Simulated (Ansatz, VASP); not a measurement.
# Two plane-wave programs on Bi

The input INCAR:

```
PREC = Accurate
ENCUT = 600
EDIFF = 1E-6
ISMEAR = -1
SIGMA = 0.1
LREAL = F
LASPH = T
NELM = 60
ALGO = Normal
ISIF = 3
LWAVE = F
LCHARG = F
GGA = RP
IBRION = 2
NSW = 80
EDIFFG = -0.01
```

Contents of KPOINTS:

```
regular mesh
0
Gamma
  4 4 4
```

POSCAR

```
Bi
1.0
    6.3396140996      0.0000000000      0.0000000000
    0.0000000000      6.3396140996      0.0000000000
    0.0000000000      0.0000000000      6.3396140996
Bi
8
Direct
    0.0000000000      0.0000000000      0.0000000000
    0.5000000000      0.5000000000      0.5000000000
    0.2500000000      0.0000000000      0.5000000000
    0.7500000000      0.0000000000      0.5000000000
    0.5000000000      0.2500000000      0.0000000000
    0.5000000000      0.7500000000      0.0000000000
    0.0000000000      0.5000000000      0.2500000000
    0.0000000000      0.5000000000      0.7500000000
```

Input for Ansatz:

```yaml
crystal:
  lattice:
    - [6.3396140996, 0.0, 0.0]
    - [0.0, 6.3396140996, 0.0]
    - [0.0, 0.0, 6.3396140996]
  atoms:
    - { symbol: Bi, position: [0.0, 0.0, 0.0] }
    - { symbol: Bi, position: [0.5, 0.5, 0.5] }
    - { symbol: Bi, position: [0.25, 0.0, 0.5] }
    - { symbol: Bi, position: [0.75, 0.0, 0.5] }
    - { symbol: Bi, position: [0.5, 0.25, 0.0] }
    - { symbol: Bi, position: [0.5, 0.75, 0.0] }
    - { symbol: Bi, position: [0.0, 0.5, 0.25] }
    - { symbol: Bi, position: [0.0, 0.5, 0.75] }
hamiltonian:
  xc: rpbe
  pseudopotentials:
    kind: paw
    azcp:
      Bi: "pseudopotentials/Bi.paw.azcp"
basis:
  ecutwfc: 420
  fft_grid_basis: typed
kpoints:
  mp_grid: { grid: [4, 4, 4], shift: [0, 0, 0] }
magnetization:
  spin_polarized: false
scf:
  occupations: { method: fermi_dirac, width: 0.1 }
relax:
  max_steps: 60
  f_tol: 0.01
  cell: {}
```

Alike in both runs: task relaxation of cell and atoms; functional RPBE; k mesh 4 × 4 × 4; occupations fermi-dirac, width 0.1 eV; no spin polarisation.

|  | VASP | Ansatz |
| --- | --- | --- |
| version | VASP 6.6.1 | Ansatz 0.2.0 |
| potentials or method | VASP PAW PBE potentials, release 64 (Bi_d), cutoff 600 eV | plane waves (420 eV) with PAW, scalar-relativistic |
| valence electrons in the cell | 120 | 120 |

|  | VASP | Ansatz | Ansatz less VASP |
| --- | --- | --- | --- |
| relaxed volume (Å³/atom) | 33.42 | 33.45 | +0.032 |
| relaxed cell length with the largest relative difference (Å) | 6.442 | 6.444 | +0.0020 |

VASP's potentials were made for PBE, not for RPBE.

Spin-orbit coupling is off throughout.
